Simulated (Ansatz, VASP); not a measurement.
## Zn7O: VASP beside Ansatz

POSCAR

```
Zn7O
1.0
    2.9928430578      0.0000000000      0.0000000000
   -1.4964215289      2.5918781176      0.0000000000
    0.0000000000      0.0000000000     15.3183679688
Zn O
7 1
Direct
    0.3333333333      0.6666666667      0.7338148819
    0.6666666667      0.3333333333      0.8670370632
    0.3333333333      0.6666666667      0.4637433228
    0.0000000000      0.0000000000      0.5981990777
    0.0000000000      0.0000000000     -0.0039580286
    0.3333333333      0.6666666667      0.1862651795
    0.0000000000      0.0000000000      0.3272959140
    0.0000000000      0.0000000000      0.1216025896
```

INCAR.step1

```
PREC = Accurate
ENCUT = 520
ISMEAR = 0
SIGMA = 0.1
LREAL = False
LASPH = True
NELM = 60
NBANDS = 55
GGA = PE
ALGO = Normal
EDIFF = 1E-4
LWAVE = True
LCHARG = False
```

The input INCAR.step2:

```
PREC = Accurate
ENCUT = 520
EDIFF = 1E-6
ISMEAR = 0
SIGMA = 0.1
LREAL = False
LASPH = True
NELM = 60
ALGO = Normal
ISIF = 2
LWAVE = False
LCHARG = True
METAGGA = R2SCAN
LMIXTAU = True
LELF = True
LVHAR = True
NBANDS = 55
ISTART = 1
```

The input KPOINTS:

```
regular mesh
0
Gamma
  12 12 2
```

Input for Ansatz:

```yaml
crystal:
  lattice:
    - [2.9928430578, 0.0, 0.0]
    - [-1.4964215289, 2.5918781176, 0.0]
    - [0.0, 0.0, 15.3183679688]
  atoms:
    - { symbol: Zn, position: [0.3333333333, 0.6666666667, 0.7338148819] }
    - { symbol: Zn, position: [0.6666666667, 0.3333333333, 0.8670370632] }
    - { symbol: Zn, position: [0.3333333333, 0.6666666667, 0.4637433228] }
    - { symbol: Zn, position: [0.0, 0.0, 0.5981990777] }
    - { symbol: Zn, position: [0.0, 0.0, -0.0039580286] }
    - { symbol: Zn, position: [0.3333333333, 0.6666666667, 0.1862651795] }
    - { symbol: Zn, position: [0.0, 0.0, 0.327295914] }
    - { symbol: O, position: [0.0, 0.0, 0.1216025896] }
basis:
  ecutwfc: 500
kpoints:
  mp_grid: { grid: [12, 12, 2] }
  band_path:
    path:
      - [[0.0, 0.0, 0.0], [0.5, 0.0, 0.0], [0.33333333, 0.33333333, 0.0], [0.0, 0.0, 0.0], [0.0, 0.0, 0.5], [0.5, 0.0, 0.5], [0.33333333, 0.33333333, 0.5], [0.0, 0.0, 0.5]]
      - [[0.5, 0.0, 0.5], [0.5, 0.0, 0.0]]
      - [[0.33333333, 0.33333333, 0.5], [0.33333333, 0.33333333, 0.0]]
    npoints: 14
hamiltonian:
  xc: r2scan
scf:
  occupations: { method: gaussian, width: 0.1 }
  n_extra_bands: 20
output:
  forces: true
  stress: true
  eigenvalues: true
  populations: true
  dos: { projected: true, de: 0.02, nscf_kmesh: { grid: [15, 15, 3] } }
  bader: true
  write_density: true
  write_potential: true
  elf: true
  volumetric_format: npy
```

Alike in both runs: task single point; functional r2SCAN; k mesh 12 × 12 × 2; occupations gaussian, width 0.1 eV; no spin polarisation.

|  | VASP | Ansatz |
| --- | --- | --- |
| version | VASP 6.6.1 | Ansatz 0.2.0 |
| potentials or method | VASP PAW PBE potentials, release 64 (Zn, O), cutoff 520 eV | scalar-relativistic, plane waves, PAW |
| valence electrons in the cell | 90 | 90 |

|  | VASP | Ansatz | Ansatz less VASP |
| --- | --- | --- | --- |
| gap on the k mesh at the Fermi level (eV) | none | none | - |
| pressure (GPa) | -3.8 | -4.3 | -0.45 |
| traceless stress, the component that is largest in VASP (GPa) | -0.05 | -0.16 | -0.118 |
| rms of the force components (eV/Å) | 0.049 | 0.066 | +0.0176 |

VASP's potentials were made for PBE, not for r2SCAN. Atom by atom the forces differ by 0.020 eV/Å (rms over components). A gap of «none» marks a metal or a gap that the smearing closes. With one functional, cell and mesh, what is left measures potentials, basis and numerics.
